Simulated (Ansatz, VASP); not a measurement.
NaCu in VASP and in Ansatz

File INCAR:

```
ALGO = Normal ; EDIFF = 1E-7
ENCUT = 520 ; GGA = PE
ISIF = 2 ; ISMEAR = -1
LASPH = True ; LCHARG = False
LMAXMIX = 4 ; LREAL = False
LWAVE = False ; NBANDS = 16
NELM = 100 ; PREC = Accurate
SIGMA = 0.05
```

The input KPOINTS:

```
k-points
0
Gamma
  9 9 7
```

Contents of POSCAR:

```
NaCu
1.0
    2.9422367500      0.0000000000      0.0000000000
    0.0000000000      2.9422367500      0.0000000000
    0.0000000000      0.0000000000      4.0409127600
Na Cu
1 1
Direct
    0.0000000000      0.0000000000      0.0000000000
    0.5000000000      0.5000000000      0.5000000000
```

File KPOINTS_OPT:

```
path GXMGZRAZ,XR,MA
15
line-mode
reciprocal
 0.0000000000  0.0000000000  0.0000000000  G
 0.0000000000  0.5000000000  0.0000000000  X

 0.0000000000  0.5000000000  0.0000000000  X
 0.5000000000  0.5000000000  0.0000000000  M

 0.5000000000  0.5000000000  0.0000000000  M
 0.0000000000  0.0000000000  0.0000000000  G

 0.0000000000  0.0000000000  0.0000000000  G
 0.0000000000  0.0000000000  0.5000000000  Z

 0.0000000000  0.0000000000  0.5000000000  Z
 0.0000000000  0.5000000000  0.5000000000  R

 0.0000000000  0.5000000000  0.5000000000  R
 0.5000000000  0.5000000000  0.5000000000  A

 0.5000000000  0.5000000000  0.5000000000  A
 0.0000000000  0.0000000000  0.5000000000  Z

 0.0000000000  0.5000000000  0.0000000000  X
 0.0000000000  0.5000000000  0.5000000000  R

 0.5000000000  0.5000000000  0.0000000000  M
 0.5000000000  0.5000000000  0.5000000000  A
```

input.yaml

```yaml
crystal:
  lattice:
    - [2.94223675, 0.0, 0.0]
    - [0.0, 2.94223675, 0.0]
    - [0.0, 0.0, 4.04091276]
  atoms:
    - { symbol: Na, position: [0.0, 0.0, 0.0] }
    - { symbol: Cu, position: [0.5, 0.5, 0.5] }
hamiltonian:
  xc: pbe
  pseudopotentials: { kind: paw }
kpoints:
  mp_grid: { grid: [9, 9, 7] }
  band_path:
    path:
      - [[0.0, 0.0, 0.0], [0.0, 0.5, 0.0], [0.5, 0.5, 0.0], [0.0, 0.0, 0.0], [0.0, 0.0, 0.5], [0.0, 0.5, 0.5], [0.5, 0.5, 0.5], [0.0, 0.0, 0.5]]
      - [[0.0, 0.5, 0.0], [0.0, 0.5, 0.5]]
      - [[0.5, 0.5, 0.0], [0.5, 0.5, 0.5]]
    npoints: 14
scf:
  occupations: { method: fermi_dirac, width: 0.05 }
  n_extra_bands: 6
output:
  forces: true
  stress: true
  eigenvalues: true
  fatbands: false
```

Alike in both runs: task band structure; functional PBE; k mesh 9 × 9 × 7; occupations fermi-dirac, width 0.05 eV; no spin polarisation.

|  | VASP | Ansatz |
| --- | --- | --- |
| version | VASP 6.6.1 | Ansatz 0.2.0 |
| potentials or method | VASP PAW PBE potentials, release 64 (Na_pv, Cu) | Ansatz PAW |
| plane-wave cutoff (eV) | 520 | 420 |
| valence electrons in the cell | 18 | 28 |

```csv
,VASP,Ansatz,Ansatz less VASP
gap on the k mesh at the Fermi level (eV),none,none,-
pressure (GPa),3.1,3.0,-0.13
"traceless stress, the component that is largest in VASP (GPa)",2.34,2.41,+0.072
```

A gap of «none» marks a metal or a gap that the smearing closes. VASP's potentials hold 18 valence electrons a cell and Ansatz's 28, so a difference there can come from the potentials and not from the codes.
